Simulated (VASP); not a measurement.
# Al2O3 (R-3c) in VASP: settings compared, part 2 of 2

VASP 6.6.1. Earlier steps stand in the parts before.

## Step 3: Single point, b88 exchange, pbe correlation

This run uses another cell than the first one, of 8.50 Å³/atom.

INCAR

```
PREC = Accurate
ENCUT = 600
EDIFF = 1E-6
ISMEAR = -1
SIGMA = 0.05
LREAL = F
LASPH = T
NELM = 120
ALGO = Normal
ISIF = 2
LWAVE = F
LCHARG = F
GGA = LIBXC
LIBXC1 = GGA_X_B88
LIBXC2 = GGA_C_PBE
NBANDS = 35
GGA_COMPAT = F
```

KPOINTS

```
Automatic mesh
0
Gamma
  7 7 7
```

POSCAR

```
Al2O3
1.0
    2.3802500000      1.3742379782      4.3318666667
   -2.3802500000      1.3742379782      4.3318666667
    0.0000000000     -2.7484759565      4.3318666667
Al O
4 6
Direct
    0.8521600000      0.8521600000      0.8521600000
    0.6478400000      0.6478400000      0.6478400000
    0.1478400000      0.1478400000      0.1478400000
    0.3521600000      0.3521600000      0.3521600000
    0.0566800000      0.7500000000      0.4433200000
    0.7500000000      0.4433200000      0.0566800000
    0.4433200000      0.0566800000      0.7500000000
    0.9433200000      0.2500000000      0.5566800000
    0.2500000000      0.5566800000      0.9433200000
    0.5566800000      0.9433200000      0.2500000000
```

Potentials or basis: VASP PAW PBE potentials, release 64 (Al, O).

Run with:

```sh
$ cat potpaw_PBE.64/Al/POTCAR potpaw_PBE.64/O/POTCAR > POTCAR
$ mpirun -np 1 vasp_std > vasp.out
```

OUTCAR:

```text
PREC = Accurate
   ENCUT = 600
   EDIFF = 1E-6
   ISMEAR = -1
   LREAL = F
   LASPH = T
   NELM = 120
   ISIF = 2
   GGA = LIBXC

 ion  position               nearest neighbor table
   1  0.852  0.852  0.852-   8 1.85   9 1.85  10 1.85   6 1.97   7 1.97   5 1.97   2 2.66   3 2.79
                             3 2.79   3 2.79   2 3.22   2 3.22   2 3.22
   2  0.648  0.648  0.648-   9 1.85   8 1.85  10 1.85   5 1.97   7 1.97   6 1.97   1 2.66   4 2.79
                             4 2.79   4 2.79   1 3.22   1 3.22   1 3.22
   3  0.148  0.148  0.148-   5 1.85   6 1.85   7 1.85   9 1.97  10 1.97   8 1.97   4 2.66   1 2.79
                             1 2.79   1 2.79   4 3.22   4 3.22   4 3.22
[... 1143 lines left out ...]
 -----------------------------------------------------------------------------
  energy-cutoff  :      600.00
  volume of cell :       85.02
      direct lattice vectors                 reciprocal lattice vectors
     2.380250000  1.374237978  4.331866667     0.210061968  0.121279334  0.076949121
    -2.380250000  1.374237978  4.331866667    -0.210061968  0.121279334  0.076949121
     0.000000000 -2.748475957  4.331866667     0.000000000 -0.242558668  0.076949121

 POSITION                                       TOTAL-FORCE (eV/Angst)
 -----------------------------------------------------------------------------------
      0.00000     -0.00000     11.07433        -0.000000      0.000000     -0.025283
      0.00000     -0.00000      8.41907        -0.000000     -0.000000      0.025283
      0.00000     -0.00000      1.92127        -0.000000     -0.000000      0.025283
      0.00000     -0.00000      4.57653        -0.000000      0.000000     -0.025283
     -1.65027     -0.10988      5.41483        -0.017393     -0.030125      0.000000
      0.72998      1.48412      5.41483        -0.017393      0.030125      0.000000
      0.92030     -1.37424      5.41483         0.034785     -0.000000      0.000000
      1.65027      0.10988      7.58077         0.017393      0.030125      0.000000
     -0.72998     -1.48412      7.58077         0.017393     -0.030125      0.000000
     -0.92030      1.37424      7.58077        -0.034785     -0.000000     -0.000000
 -----------------------------------------------------------------------------------
    total drift:                               -0.000000      0.000000     -0.000000

  FREE ENERGIE OF THE ION-ELECTRON SYSTEM (eV)
  ---------------------------------------------------
  free  energy   TOTEN  =       -73.7569169523 eV

  energy  without entropy=      -73.7569169523  energy(sigma->0) =      -73.75691695
```

OSZICAR:

```text
N       E                     dE             d eps       ncg     rms          rms(c)
DAV:   1     0.252259848874E+03    0.25226E+03   -0.27824E+04  3080   0.147E+03
DAV:   2    -0.681517967501E+02   -0.32041E+03   -0.30765E+03  3899   0.302E+02
DAV:   3    -0.819491982818E+02   -0.13797E+02   -0.13747E+02  3989   0.638E+01
DAV:   4    -0.820585895256E+02   -0.10939E+00   -0.10932E+00  3808   0.651E+00
DAV:   5    -0.820598992781E+02   -0.13098E-02   -0.13096E-02  3876   0.717E-01    0.179E+01
DAV:   6    -0.737107514178E+02    0.83491E+01   -0.28854E+01  3757   0.288E+01    0.620E+00
DAV:   7    -0.737425267025E+02   -0.31775E-01   -0.94483E-01  3626   0.471E+00    0.334E+00
DAV:   8    -0.737531114488E+02   -0.10585E-01   -0.86085E-02  3834   0.225E+00    0.723E-01
DAV:   9    -0.737563641633E+02   -0.32527E-02   -0.23527E-02  3973   0.824E-01    0.331E-01
DAV:  10    -0.737569504261E+02   -0.58626E-03   -0.73312E-04  3474   0.162E-01    0.767E-02
DAV:  11    -0.737569148388E+02    0.35587E-04   -0.35205E-04  3848   0.107E-01    0.251E-02
DAV:  12    -0.737569173865E+02   -0.25476E-05   -0.18480E-05  3658   0.259E-02    0.552E-03
DAV:  13    -0.737569169523E+02    0.43413E-06   -0.31652E-06  3744   0.986E-03
   1 F= -.73756917E+02 E0= -.73756917E+02  d E =-.817638E-10
```

It took 3.5 min on 1 thread of Intel Xeon 6975P-C (Granite Rapids), shared host; peak memory 0.31 GiB.

Results:

```yaml
Free_energy: -73.7569 eV
Pressure: 6.7 GPa
Largest_force: 0.035 eV/Å
Band_gap_on_the_k_mesh: 6.26 eV
```

Forces in eV/Å, atoms in the order of the input:
```
Al   0.000  0.000 -0.025
Al   0.000  0.000  0.025
Al   0.000  0.000  0.025
Al   0.000  0.000 -0.025
O   -0.017 -0.030  0.000
O   -0.017  0.030  0.000
O    0.035  0.000  0.000
O    0.017  0.030  0.000
O    0.017 -0.030  0.000
O   -0.035  0.000  0.000
```

Caveat: the cell stands under pressure; the PAW data sets were made with another functional, which shifts forces and pressure a little.

## Step 4: Single point, b88 exchange, pbe correlation

This run uses another cell than the first one, of 8.67 Å³/atom.

INCAR

```
SYSTEM = Al2O3
  PREC = Accurate
  ENCUT = 600
  EDIFF = 1E-6
  ISMEAR = -1
  SIGMA = 0.05
  LREAL = .False.
  LASPH = .True.
  NELM = 120
  ALGO = Normal
  ISIF = 2
  LWAVE = .False.
  LCHARG = .False.
  GGA = LIBXC
  LIBXC1 = GGA_X_B88
  LIBXC2 = GGA_C_PBE
  NBANDS = 35
  GGA_COMPAT = .False.
```

KPOINTS

```
Automatic mesh
0
Gamma
  7 7 7
  0 0 0
```

POSCAR: that of step 3 with these lines changed.

```diff
@@ -2,5 +2,5 @@
 1.0
-    2.3802500000      1.3742379782      4.3318666667
-   -2.3802500000      1.3742379782      4.3318666667
-    0.0000000000     -2.7484759565      4.3318666667
+    2.3960137044      1.3833391572      4.3605553615
+   -2.3960137044      1.3833391572      4.3605553615
+    0.0000000000     -2.7666783145      4.3605553615
 Al O
```

Potentials or basis: VASP PAW PBE potentials, release 64 (Al, O).

Run with:

```sh
$ cat potpaw_PBE.64/Al/POTCAR potpaw_PBE.64/O/POTCAR > POTCAR
$ mpirun -np 1 vasp_std > vasp.out
```

OUTCAR:

```text
SYSTEM = Al2O3
   PREC = Accurate
   ENCUT = 600
   EDIFF = 1E-6
   ISMEAR = -1
   LREAL = .False.
   LASPH = .True.
   NELM = 120
   ISIF = 2
   GGA = LIBXC

 ion  position               nearest neighbor table
   1  0.852  0.852  0.852-   9 1.87   8 1.87  10 1.87   7 1.99   6 1.99   5 1.99   2 2.67   3 2.81
                             3 2.81   3 2.81   2 3.24   2 3.24   2 3.24
   2  0.648  0.648  0.648-   8 1.87   9 1.87  10 1.87   7 1.99   5 1.99   6 1.99   1 2.67   4 2.81
                             4 2.81   4 2.81   1 3.24   1 3.24   1 3.24
   3  0.148  0.148  0.148-   6 1.87   5 1.87   7 1.87  10 1.99   9 1.99   8 1.99   4 2.67   1 2.81
[... 1141 lines left out ...]
  external PRESSURE =      17.7819497 kB  Pullay stress =       0.0000000 kB

 VOLUME and BASIS-vectors are now :
 -----------------------------------------------------------------------------
  energy-cutoff  :      600.00
  volume of cell :       86.72
      direct lattice vectors                 reciprocal lattice vectors
     2.396013704  1.383339157  4.360555362     0.208679942  0.120481420  0.076442862
    -2.396013704  1.383339157  4.360555362    -0.208679942  0.120481420  0.076442862
     0.000000000 -2.766678315  4.360555362     0.000000000 -0.240962841  0.076442862

 POSITION                                       TOTAL-FORCE (eV/Angst)
 -----------------------------------------------------------------------------------
      0.00000     -0.00000     11.14767         0.000000      0.000000     -0.012126
      0.00000     -0.00000      8.47483         0.000000     -0.000000      0.012126
      0.00000     -0.00000      1.93399         0.000000     -0.000000      0.012126
      0.00000     -0.00000      4.60684         0.000000      0.000000     -0.012126
     -1.66120     -0.11061      5.45069        -0.026235     -0.045441     -0.000000
      0.73481      1.49395      5.45069        -0.026235      0.045441     -0.000000
      0.92639     -1.38334      5.45069         0.052471     -0.000000      0.000000
      1.66120      0.11061      7.63097         0.026235      0.045441     -0.000000
     -0.73481     -1.49395      7.63097         0.026235     -0.045441     -0.000000
     -0.92639      1.38334      7.63097        -0.052471     -0.000000     -0.000000
 -----------------------------------------------------------------------------------
    total drift:                               -0.000000      0.000000     -0.000000

  FREE ENERGIE OF THE ION-ELECTRON SYSTEM (eV)
  ---------------------------------------------------
  free  energy   TOTEN  =       -73.8071914885 eV

  energy  without entropy=      -73.8071914884  energy(sigma->0) =      -73.80719149
```

OSZICAR:

```text
N       E                     dE             d eps       ncg     rms          rms(c)
DAV:   1     0.248036436087E+03    0.24804E+03   -0.27400E+04  3080   0.146E+03
DAV:   2    -0.676338785961E+02   -0.31567E+03   -0.30388E+03  3948   0.299E+02
DAV:   3    -0.819245837121E+02   -0.14291E+02   -0.14234E+02  3989   0.643E+01
DAV:   4    -0.820409798491E+02   -0.11640E+00   -0.11632E+00  3872   0.666E+00
DAV:   5    -0.820424032469E+02   -0.14234E-02   -0.14231E-02  3878   0.740E-01    0.178E+01
DAV:   6    -0.737573502844E+02    0.82851E+01   -0.28947E+01  3743   0.287E+01    0.614E+00
DAV:   7    -0.737931525281E+02   -0.35802E-01   -0.90667E-01  3696   0.463E+00    0.332E+00
DAV:   8    -0.738032577602E+02   -0.10105E-01   -0.86575E-02  3813   0.227E+00    0.715E-01
DAV:   9    -0.738066014121E+02   -0.33437E-02   -0.22641E-02  3984   0.806E-01    0.329E-01
DAV:  10    -0.738072314365E+02   -0.63002E-03   -0.78942E-04  3469   0.167E-01    0.771E-02
DAV:  11    -0.738071892343E+02    0.42202E-04   -0.37513E-04  3848   0.110E-01    0.248E-02
DAV:  12    -0.738071920073E+02   -0.27730E-05   -0.20457E-05  3608   0.271E-02    0.590E-03
DAV:  13    -0.738071914885E+02    0.51882E-06   -0.37071E-06  3784   0.106E-02
   1 F= -.73807191E+02 E0= -.73807191E+02  d E =-.260080E-10
```

Wall time 3.5 min (1 thread of Intel Xeon 6975P-C (Granite Rapids), shared host); peak memory 0.31 GiB.

Results:

| Quantity | Value |
| --- | --- |
| Free energy | -73.8072 eV |
| Pressure | 1.8 GPa |
| Largest force | 0.052 eV/Å |
| Band gap on the k mesh | 6.01 eV |

Forces in eV/Å, atoms in the order of the input:
```
Al   0.000  0.000 -0.012
Al   0.000  0.000  0.012
Al   0.000  0.000  0.012
Al   0.000  0.000 -0.012
O   -0.026 -0.045  0.000
O   -0.026  0.045  0.000
O    0.052  0.000  0.000
O    0.026  0.045  0.000
O    0.026 -0.045  0.000
O   -0.052  0.000  0.000
```

Caveat: the PAW data sets were made with another functional, which shifts forces and pressure a little. A k mesh can miss the band edges.

## Step 5: Single point, b88 exchange, pbe correlation

This run uses another cell than the first one, of 8.84 Å³/atom.

INCAR

```
PREC     = Accurate       # precision mode
ENCUT    = 600            # plane-wave cutoff, eV
EDIFF    = 1E-6           # SCF threshold, eV
ISMEAR   = -1             # smearing method
SIGMA    = 0.05           # smearing width, eV
LREAL    = False          # projectors in reciprocal space
LASPH    = True           # aspherical terms in the spheres
NELM     = 120            # most SCF steps
ALGO     = Normal         # electronic algorithm
ISIF     = 2              # what is computed and relaxed
LWAVE    = False          # write WAVECAR
LCHARG   = False          # write CHGCAR
GGA      = LIBXC          # functional
LIBXC1   = GGA_X_B88    
LIBXC2   = GGA_C_PBE    
NBANDS   = 35             # bands
GGA_COMPAT= False
```

KPOINTS

```
Automatic mesh
0
Gamma
  7 7 7
```

POSCAR: that of step 4 with these lines changed.

```diff
@@ -2,5 +2,5 @@
 1.0
-    2.3960137044      1.3833391572      4.3605553615
-   -2.3960137044      1.3833391572      4.3605553615
-    0.0000000000     -2.7666783145      4.3605553615
+    2.4115726709      1.3923221307      4.3888714495
+   -2.4115726709      1.3923221307      4.3888714495
+    0.0000000000     -2.7846442615      4.3888714495
 Al O
```

Run with:

```sh
$ cat potpaw_PBE.64/Al/POTCAR potpaw_PBE.64/O/POTCAR > POTCAR
$ mpirun -np 1 vasp_std > vasp.out
```

Run time: 3.7 min. Hardware: 1 thread of Intel Xeon 6975P-C (Granite Rapids), shared host; peak memory 0.31 GiB.

The run converged. Its results:

- Free energy: -73.8074 eV
- Pressure: -2.7 GPa
- Largest force: 0.069 eV/Å
- Band gap on the k mesh: 5.77 eV

Forces in eV/Å, atoms in the order of the input:
```
Al   0.000  0.000  0.000
Al   0.000  0.000  0.000
Al   0.000  0.000  0.000
Al   0.000  0.000  0.000
O   -0.035 -0.060  0.000
O   -0.035  0.060  0.000
O    0.069  0.000  0.000
O    0.035  0.060  0.000
O    0.035 -0.060  0.000
O   -0.069  0.000  0.000
```

Stress tensor (GPa, compression positive):
```
-2.75  0.00  0.00
 0.00 -2.75  0.00
 0.00  0.00 -2.62
```

Levels at points of the mesh, in eV from the valence-band top:
| k point | band 21 | band 22 | band 23 | band 24 | band 25 | band 26 | band 27 | band 28 |
| --- | --- | --- | --- | --- | --- | --- | --- | --- |
| (0.00, 0.00, 0.00) | -0.45 | -0.04 | -0.04 | 0.00 | 5.77 | 8.87 | 10.30 | 11.20 |

Caveat: the PAW data sets were made with another functional, which shifts forces and pressure a little. A k mesh can miss the band edges.

## Step 6: The runs side by side

```tsv
cell	gap on the mesh (eV)	pressure (GPa)	largest force (eV/Å)
a = 5.096 Å, angles 55.3°, 10 atoms	6.51	12.2	0.04
a = 5.130 Å, angles 55.3°, 10 atoms	6.26	6.7	0.03
a = 5.164 Å, angles 55.3°, 10 atoms	6.01	1.8	0.05
a = 5.198 Å, angles 55.3°, 10 atoms	5.77	-2.7	0.07
```

Alike in all rows: task single point; level b88 exchange, pbe correlation; potentials or basis VASP PAW PBE potentials, release 64 (Al, O); no spin polarisation; k mesh 7 × 7 × 7; cutoff (eV) 600; smearing fermi-dirac 0.05 eV.

Caveats: the PAW data sets were made with another functional, which shifts forces and pressure a little; the cell stands under pressure (at least some runs).

Absolute energies hang on the potentials; compare differences alone.
